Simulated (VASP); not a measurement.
Nb3C2:

```
Nb C
1.0
     4.17939    0.00000    0.00000
    -2.08969    3.61945    0.00000
     0.00000    0.00000    5.22685
Nb C
3 2
Direct
  0.50000 0.00000 0.94049
  0.00000 0.50000 0.94049
  0.50000 0.50000 0.94049
  0.00000 0.00000 0.84149
  0.00000 0.00000 0.40355
```

```yaml
Program: VASP 6.6.1
Task: relaxation of cell and atoms
Functional: PBE
Potentials_or_basis: VASP PAW PBE potentials, release 64 (Nb_sv, C)
Cutoff: 600 eV
k_mesh: 6 × 6 × 4
Occupations: gaussian, width 0.1 eV
Spin: no spin polarisation
```

At the start: pressure 93.4 GPa; volume 15.81 Å³/atom.

**Question.** Where does the relaxation end?

**Answer.** Over 45 steps the energy falls by 3540.7 meV/atom and the volume is 13.86 Å³/atom (-12.4 %); space group P6mm (No. 183, to 0.05 Å).

The path:
```
step  energy change (eV)  largest force (eV/Å)  pressure (GPa)  volume (Å³)
   1              0.0000                2.2154           93.37        79.07
   3             -9.9846                0.3306          -18.38       123.63
   5            -11.0219                0.6474           -4.28       106.54
   7            -11.0536                0.5408           -6.51       108.27
   9            -16.4401                3.1253           14.80        64.64
  11            -16.4331                3.8548           17.91        63.76
  13            -10.1508               47.7031           78.01        59.84
  15            -16.7131                7.2725           32.21        61.60
  17            -17.1483                2.1628           25.46        62.07
  19            -17.5864                0.7111            8.98        66.07
  21            -17.6728                1.2702            0.00        69.23
  23            -17.6857                0.1782           -0.51        69.42
  25            -17.6886                0.0996            0.31        69.28
  27            -17.6890                0.2805           -0.20        69.50
  29            -17.6892                0.1967           -0.12        69.47
  31            -17.6896                0.1344           -0.69        69.69
  33            -17.6905                0.1475           -0.69        69.70
  35            -17.6936                0.2080           -0.68        69.74
  37            -17.6966                0.1763           -0.62        69.78
  39            -17.6973                0.8683           -0.17        69.51
  41            -17.7004                0.3721           -0.31        69.57
  43            -17.7016                0.0240            0.48        69.01
  45            -17.7036                0.0195            0.11        69.28
```

Final structure:
```
CELL_PARAMETERS angstrom
5.41199 0.00000 0.00000
-2.70600 4.68692 0.00000
0.00000 0.00000 2.73115
ATOMIC_POSITIONS crystal
Nb 0.50000 0.00000 0.91799
Nb 0.00000 0.50000 0.91799
Nb 0.50000 0.50000 0.91799
C 0.00000 0.00000 0.90649
C 0.00000 0.00000 0.40604
```
